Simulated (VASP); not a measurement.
Set up this calculation in VASP 6.6.1, as the native input.

```yaml
Task: single point
Functional: PBE
Potentials_or_basis: VASP PAW PBE potentials, release 64 (Zn, S)
Cutoff: 520 eV
k_mesh: 6 × 6 × 6
Occupations: gaussian, width 0.01 eV
Spin: no spin polarisation
Dipole_correction: no
Further_INCAR_settings: ALGO = Normal; EDIFF = 1e-06; NBANDS = 16
```

The structure of ZnS lies in POSCAR:

```
ZnS
1.0
    0.0000000000      2.7484463464      2.7484463464
    2.7484463464      0.0000000000      2.7484463464
    2.7484463464      2.7484463464      0.0000000000
Zn S
1 1
Direct
    0.2500000000      0.2500000000      0.2500000000
    0.0000000000      0.0000000000      0.0000000000
```

This cell differs from its parent crystal: volume changed by +3%.

These files were run (other wordings do the same):

INCAR

```
SYSTEM = ZnS
ALGO = Normal
EDIFF = 1E-6
ENCUT = 520
GGA = PE
ISIF = 2
ISMEAR = 0
LASPH = .True.
LCHARG = .False.
LREAL = .False.
LWAVE = .False.
NBANDS = 16
NELM = 80
PREC = Accurate
SIGMA = 0.01
```

KPOINTS

```
k-points
0
Gamma
  6 6 6
  0 0 0
```

Potentials or basis: VASP PAW PBE potentials, release 64 (Zn, S).

Run with:

```console
$ cat potpaw_PBE.64/Zn/POTCAR potpaw_PBE.64/S/POTCAR > POTCAR
$ mpirun -np 1 vasp_std > vasp.out
```

Results of the run:

The pressure is -1.8 GPa. The band gap on the k mesh is 1.89 eV, direct.

Wall time 12 s on 1 thread of Intel(R) Xeon(R) Platinum 8259CL CPU @ 2.50GHz (Skylake/Cascade Lake), with other jobs on the host, peak memory 0.16 GiB.
